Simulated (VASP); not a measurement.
Here is a VASP 6.6.1 calculation.

POSCAR

```
Ru
1.0
   -1.5362047202      1.5362047202      1.5362047202
    1.5362047202     -1.5362047202      1.5362047202
    1.5362047202      1.5362047202     -1.5362047202
Ru
1
Direct
    0.0000000000      0.0000000000      0.0000000000
```

Contents of INCAR.step1:

```
SYSTEM = Ru
PREC = Accurate
ENCUT = 520
ISMEAR = -1
SIGMA = 0.1
LREAL = .FALSE.
LASPH = .TRUE.
NELM = 80
NBANDS = 13
GGA = PE
ALGO = Normal
EDIFF = 1E-4
LWAVE = .TRUE.
LCHARG = .FALSE.
```

File INCAR.step2:

```
SYSTEM = Ru
PREC = Accurate
ENCUT = 520
EDIFF = 1E-6
ISMEAR = -1
SIGMA = 0.1
LREAL = .FALSE.
LASPH = .TRUE.
NELM = 80
ALGO = Normal
ISIF = 2
LWAVE = .FALSE.
LCHARG = .FALSE.
METAGGA = R2SCAN
LMIXTAU = .TRUE.
NBANDS = 13
ISTART = 1
```

The input KPOINTS:

```
Automatic mesh
0
G
  16 16 16
  0 0 0
```

Potentials or basis: VASP PAW PBE potentials, release 64 (Ru_pv).

Launch:

```console
$ cat potpaw_PBE.64/Ru_pv/POTCAR > POTCAR
$ cp INCAR.step1 INCAR
$ mpirun -np 1 vasp_std > vasp.out
$ cp INCAR.step2 INCAR
$ mpirun -np 1 vasp_std > vasp.out
```

Predict the pressure.

-9.5 GPa.

Predict the band gap on the k mesh.

zero (bands 7 and 8 overlap by 3.35 eV).

Caveat: the cell stands under tension; an empty level that is flat over the whole mesh can mark a ghost state of the potentials, or a narrow d or f band; the PAW data sets were made with another functional, which shifts forces and pressure a little.
